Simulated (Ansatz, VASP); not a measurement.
LiCl in VASP and in Ansatz

The input INCAR:

```
PREC = Accurate
ENCUT = 600
EDIFF = 1E-7
ISMEAR = 0
SIGMA = 0.1
LREAL = F
LASPH = T
NELM = 60
ALGO = Normal
ISIF = 3
LWAVE = F
LCHARG = F
GGA = PE
IBRION = 2
NSW = 90
EDIFFG = -0.04
```

The input KPOINTS:

```
Automatic mesh
0
Gamma
  6 6 6
```

File POSCAR:

```
LiCl
1.0
    1.9099025392     -4.8459859305      0.0000000000
    1.9099025392      4.8459859305      0.0000000000
    0.0000000000      0.0000000000      3.6991896520
Li Cl
2 2
Direct
    0.8620000000      0.1380000000      0.7500000000
    0.1380000000      0.8620000000      0.2500000000
    0.5830000000      0.4170000000      0.7500000000
    0.4170000000      0.5830000000      0.2500000000
```

Input for Ansatz:

```yaml
crystal:
  lattice:
    - [1.9099025392, -4.8459859305, 0.0]
    - [1.9099025392, 4.8459859305, 0.0]
    - [0.0, 0.0, 3.699189652]
  atoms:
    - { symbol: Li, position: [0.862, 0.138, 0.75] }
    - { symbol: Li, position: [0.138, 0.862, 0.25] }
    - { symbol: Cl, position: [0.583, 0.417, 0.75] }
    - { symbol: Cl, position: [0.417, 0.583, 0.25] }
basis:
  ecutwfc: 420
kpoints:
  mp_grid: { grid: [6, 6, 6] }
hamiltonian:
  xc: pbe
scf:
  occupations: { method: gaussian, width: 0.1 }
  lower_state_search: "off"
output:
  forces: true
  stress: true
  eigenvalues: true
relax:
  adjacent_minimum: "off"
  f_tol: 0.04
  max_steps: 70
  cell: { stress_tol: 0.4 }
```

Alike in both runs: task relaxation of cell and atoms; functional PBE; k mesh 6 × 6 × 6; occupations gaussian, width 0.1 eV; no spin polarisation.

|  | VASP | Ansatz |
| --- | --- | --- |
| version | VASP 6.6.1 | Ansatz 0.2.0 |
| potentials or method | VASP PAW PBE potentials, release 64 (Li_sv, Cl), cutoff 600 eV | scalar-relativistic, plane waves, PAW |
| valence electrons in the cell | 20 | 20 |

|  | VASP | Ansatz | Ansatz less VASP |
| --- | --- | --- | --- |
| gap on the k mesh at the Fermi level, each at its own relaxed structure (eV) | 5.80 | 5.66 | -0.140 |
| relaxed volume (Å³/atom) | 19.26 | 21.34 | +2.072 |
| relaxed cell length with the largest relative difference (Å) | 6.412 | 7.094 | +0.6818 |

One of these differences is far larger than is usual between the two programs; its cause wasn't traced.

Noted on VASP's run: the cutoff is short for stress, so the pressure is rough.
